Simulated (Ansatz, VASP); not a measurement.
**One calculation of Cd, two programs**

```
Cd
1.0
     0.00000    2.26815    2.26815
     2.26815    0.00000    2.26815
     2.26815    2.26815    0.00000
Cd
1
Direct
  0.00000 0.00000 0.00000
```

Alike in both runs: task single point; functional PBEsol; k mesh 16 × 16 × 16; occupations gaussian, width 0.1 eV; no spin polarisation.

```csv
,VASP,Ansatz
version,VASP 6.6.1,Ansatz 0.2.0
potentials or method,"VASP PAW PBE potentials, release 64 (Cd), cutoff 520 eV","scalar-relativistic, plane waves, PAW"
valence electrons in the cell,12,20
```

|  | VASP | Ansatz | Ansatz less VASP |
| --- | --- | --- | --- |
| gap on the k mesh at the Fermi level (eV) | none | none | - |
| pressure (GPa) | -4.2 | -4.5 | -0.26 |

VASP's potentials were made for PBE, not for PBEsol. A gap of «none» marks a metal or a gap that the smearing closes. With one functional, cell and mesh, what is left measures potentials, basis and numerics. VASP's potentials hold 12 valence electrons a cell and Ansatz's 20, so a difference there can come from the potentials and not from the codes.
